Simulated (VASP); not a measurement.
# YGaF4 (P6/mmm) in VASP: a series of runs, part 3 of 3

VASP 6.6.1.

**5. Single point, PBE, collinear spin, ferromagnetic start**

This run uses another cell than the first one, of 12.10 Å³/atom, 0.882 times its volume.

Input file INCAR:

```
SYSTEM = YGaF4
PREC     = Accurate       ! precision mode
ENCUT    = 520            ! plane-wave cutoff, eV
EDIFF    = 1E-6           ! SCF threshold, eV
ISMEAR   = 0              ! smearing method
SIGMA    = 0.1            ! smearing width, eV
LREAL    = .FALSE.        ! projectors in reciprocal space
LASPH    = .TRUE.         ! aspherical terms in the spheres
NELM     = 150            ! most SCF steps
ALGO     = Normal         ! electronic algorithm
ISIF     = 2              ! what is computed and relaxed
LWAVE    = .FALSE.        ! write WAVECAR
LCHARG   = .FALSE.        ! write CHGCAR
ISPIN    = 2              ! spin polarisation
MAGMOM   = 0 0 1 1 1 1    ! initial moments
LORBIT   = 11             ! projections on sites
LMAXMIX  = 4              ! l up to which the mixer works
GGA      = PE             ! functional
NBANDS   = 39             ! bands
```

Input file KPOINTS:

```
regular mesh
0
G
  6 6 4
  0 0 0
```

Input file POSCAR:

```
YGaF4
1.0
    3.3856228500      0.0000000000      0.0000000000
   -1.6928114300      2.9320354000      0.0000000000
    0.0000000000      0.0000000000      7.3129453600
Y Ga F
1 1 4
Direct
    0.0000000000      0.0000000000      0.5000000000
    0.0000000000      0.0000000000      0.0000000000
    0.3333333300      0.6666666700      0.2500000000
    0.3333333300      0.6666666700      0.7500000000
    0.6666666700      0.3333333300      0.2500000000
    0.6666666700      0.3333333300      0.7500000000
```

Potentials or basis: VASP PAW PBE potentials, release 64 (Y_sv, Ga_d, F).

Launch:

```sh
$ cat potpaw_PBE.64/Y_sv/POTCAR potpaw_PBE.64/Ga_d/POTCAR potpaw_PBE.64/F/POTCAR > POTCAR
$ mpirun -np 1 vasp_std > vasp.out
```

OUTCAR:

```text
SYSTEM = YGaF4
   PREC = Accurate
   ENCUT = 520
   EDIFF = 1E-6
   ISMEAR = 0
   LREAL = .FALSE.
   LASPH = .TRUE.
   NELM = 150
   ISIF = 2
   ISPIN = 2
   LORBIT = 11
   GGA = PE

 ion  position               nearest neighbor table
   1  0.000  0.000  0.500-   3 2.68   4 2.68   5 2.68   6 2.68   5 2.68   6 2.68   3 2.68   4 2.68
                             5 2.68   6 2.68   3 2.68   4 2.68
[... 1966 lines left out ...]
 -----------------------------------------------------------------------------------
      0.00000      0.00000      3.65647        -0.000000      0.000000      0.000000
      0.00000      0.00000      0.00000        -0.000000      0.000000      0.000000
     -0.00000      1.95469      1.82824         0.000000      0.000000      2.551531
     -0.00000      1.95469      5.48471         0.000000      0.000000     -2.551531
      1.69281      0.97735      1.82824        -0.000000     -0.000000      2.551531
      1.69281      0.97735      5.48471         0.000000     -0.000000     -2.551531
 -----------------------------------------------------------------------------------
    total drift:                                0.000000      0.000000      0.000000

  FREE ENERGIE OF THE ION-ELECTRON SYSTEM (eV)
  ---------------------------------------------------
  free  energy   TOTEN  =       -24.5483712713 eV

  energy  without entropy=      -24.5400663976  energy(sigma->0) =      -24.54421883

 total charge

# of ion       s       p       d       f       tot
--------------------------------------------------
    1        2.141   6.184   0.755   0.057   9.137
    2        1.252   0.140   9.951   0.000  11.342
    3        1.766   4.305   0.000   0.000   6.071
    4        1.766   4.305   0.000   0.000   6.071
    5        1.766   4.305   0.000   0.000   6.071
    6        1.766   4.305   0.000   0.000   6.071
--------------------------------------------------
tot         10.459  23.543  10.706   0.057  44.765

 magnetization (x)

# of ion       s       p       d       f       tot
--------------------------------------------------
    1       -0.000  -0.000  -0.000  -0.000  -0.000
    2        0.000  -0.000  -0.000   0.000   0.000
    3       -0.000   0.000   0.000   0.000   0.000
    4       -0.000   0.000   0.000   0.000   0.000
    5       -0.000   0.000   0.000   0.000   0.000
    6       -0.000   0.000   0.000   0.000   0.000
--------------------------------------------------
tot         -0.000   0.000  -0.000  -0.000  -0.000
```

OSZICAR:

```text
N       E                     dE             d eps       ncg     rms          rms(c)
DAV:   1     0.513215962941E+03    0.51322E+03   -0.26069E+04  3915   0.184E+03
DAV:   2     0.330868643441E+02   -0.48013E+03   -0.43742E+03  3635   0.531E+02
DAV:   3    -0.273650775043E+02   -0.60452E+02   -0.59270E+02  3705   0.145E+02
DAV:   4    -0.302738514934E+02   -0.29088E+01   -0.28814E+01  4879   0.291E+01
DAV:   5    -0.303241558925E+02   -0.50304E-01   -0.50292E-01  3646   0.336E+00    0.223E+01
DAV:   6    -0.245253254703E+02    0.57988E+01   -0.18192E+01  3790   0.245E+01    0.188E+01
DAV:   7    -0.246109003553E+02   -0.85575E-01   -0.15853E+00  3721   0.622E+00    0.134E+01
DAV:   8    -0.247982919901E+02   -0.18739E+00   -0.11303E+00  3704   0.608E+00    0.688E+00
DAV:   9    -0.246412888684E+02    0.15700E+00   -0.14845E+00  3607   0.598E+00    0.340E+00
DAV:  10    -0.245434987848E+02    0.97790E-01   -0.19513E-01  3605   0.275E+00    0.835E-01
DAV:  11    -0.245497115917E+02   -0.62128E-02   -0.28698E-02  3716   0.863E-01    0.516E-01
DAV:  12    -0.245483100054E+02    0.14016E-02   -0.38227E-03  3668   0.372E-01    0.171E-01
DAV:  13    -0.245483878051E+02   -0.77800E-04   -0.48252E-04  3820   0.132E-01    0.127E-01
DAV:  14    -0.245483810726E+02    0.67325E-05   -0.14840E-04  3716   0.633E-02    0.477E-02
DAV:  15    -0.245483678146E+02    0.13258E-04   -0.32315E-05  3867   0.337E-02    0.130E-02
DAV:  16    -0.245483708959E+02   -0.30814E-05   -0.60624E-06  3743   0.135E-02    0.528E-03
DAV:  17    -0.245483712713E+02   -0.37539E-06   -0.10533E-06  2480   0.600E-03
   1 F= -.24548371E+02 E0= -.24544219E+02  d E =-.830487E-02  mag=    -0.0001
```

Wall time 90 s (1 thread of Intel Xeon 6975P-C (Granite Rapids), shared host); peak memory 0.29 GiB.

What came out:

```
Free energy                                           : -24.5484 eV
Pressure                                              : 22.6 GPa
Largest force                                         : 2.552 eV/Å
Band gap on the k mesh                                : zero (filled and empty bands overlap)
Net moment                                            : 0.00 μB per cell
Valence electrons inside the program's atomic spheres : Y 9.14; Ga 11.34; F 6.07
```

Forces on the atoms (eV/Å):
```
Y    0.000  0.000  0.000
Ga   0.000  0.000  0.000
F    0.000  0.000  2.552
F    0.000  0.000 -2.552
F    0.000  0.000  2.552
F    0.000  0.000 -2.552
```

Stress tensor (GPa, compression positive):
```
 53.67   0.00   0.00
  0.00  53.67   0.00
  0.00   0.00 -39.64
```

Caveat: forces of over 1 eV/Å act on the atoms, so gaps and moduli don't describe the material at rest.

**6. The runs side by side**

```tsv
task	spin	cell	cutoff (eV)	gap on the mesh (eV)	pressure (GPa)	largest force (eV/Å)
single point	off	a = 3.889, b = 3.889, c = 6.286 Å, angles 90.0, 90.0, 120.0°, 6 atoms	520	2.32	-0.3	0.01
relaxation of cell and atoms	off	relaxed from a = 3.386, b = 3.386, c = 7.313 Å, angles 90.0, 90.0, 120.0°, 6 atoms	600	2.35	0.0	-
single point	off	a = 3.386, b = 3.386, c = 7.313 Å, angles 90.0, 90.0, 120.0°, 6 atoms	520	none	22.6	2.55
single point	collinear, ferromagnetic start	a = 3.386, b = 3.386, c = 7.313 Å, angles 90.0, 90.0, 120.0°, 6 atoms	520	none	22.6	2.55
```

Alike in all rows: level PBE; potentials or basis VASP PAW PBE potentials, release 64 (Y_sv, Ga_d, F); k mesh 6 × 6 × 4; smearing gaussian 0.1 eV.

Caveats: forces of over 1 eV/Å act on the atoms, so gaps and moduli don't describe the material at rest (some runs).

Absolute energies hang on the potentials; compare differences alone.
